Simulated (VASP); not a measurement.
**C: single point with PBE+D3(BJ)**

C:

```
CELL_PARAMETERS angstrom
2.46265 0.00000 0.00000
-1.23133 2.13272 0.00000
0.00000 0.00000 20.02419
ATOMIC_POSITIONS crystal
C 0.66667 0.33333 0.95196
C 0.66667 0.33333 0.45199
C 0.66667 0.33333 0.77934
C 0.66667 0.33333 0.27937
C 0.00000 0.00000 0.61567
C 0.33333 0.66667 0.27934
C 0.00000 0.00000 0.11567
C 0.66667 0.33333 0.61567
C 0.33333 0.66667 0.77937
C 0.33333 0.66667 0.11567
C 0.33333 0.66667 0.45196
C 0.33333 0.66667 0.95199
```

| Property | Result |
| --- | --- |
| Program | VASP 6.6.1 |
| Task | single point |
| Functional | PBE |
| Dispersion | D3(BJ) |
| Potentials or basis | VASP PAW PBE potentials, release 64 (C) |
| Cutoff | 520 eV |
| k mesh | 18 × 18 × 2 |
| Occupations | gaussian, width 0.1 eV |
| Spin | no spin polarisation |
| Dipole correction | no |
| Further INCAR settings | ALGO = Normal; EDIFF = 1e-06; NBANDS = 36 |

The pressure is 1.5 GPa and the band gap on the k mesh is zero (filled and empty bands touch). The dispersion energy per atom is -0.157 eV.

Stress tensor (GPa, compression positive):
```
1.81 0.00 0.00
0.00 1.81 0.00
0.00 0.00 1.02
```

Levels at points of the mesh, in eV from the Fermi level:
| k point | band 20 | band 21 | band 22 | band 23 | band 24 | band 25 | band 26 | band 27 | band 28 | band 29 |
| --- | --- | --- | --- | --- | --- | --- | --- | --- | --- | --- |
| (0.00, 0.00, 0.00) | -2.99 | -2.99 | -2.99 | -2.98 | -2.98 | 4.32 | 5.47 | 5.80 | 8.34 | 8.35 |
| (0.50, 0.00, 0.00) | -2.65 | -2.58 | -2.23 | -2.05 | -1.92 | 1.29 | 1.30 | 1.63 | 1.92 | 2.06 |
| (0.00, 0.00, 0.50) | -3.00 | -2.99 | -2.99 | -2.99 | -2.99 | 4.67 | 4.67 | 7.02 | 7.02 | 8.35 |
| (0.50, 0.00, 0.50) | -2.79 | -2.38 | -2.38 | -1.97 | -1.97 | 1.29 | 1.29 | 1.74 | 1.74 | 2.23 |

Wall time 2.8 min on 1 thread of AMD EPYC 7R13 Processor (Zen 3) (shared host), peak memory 0.29 GiB.
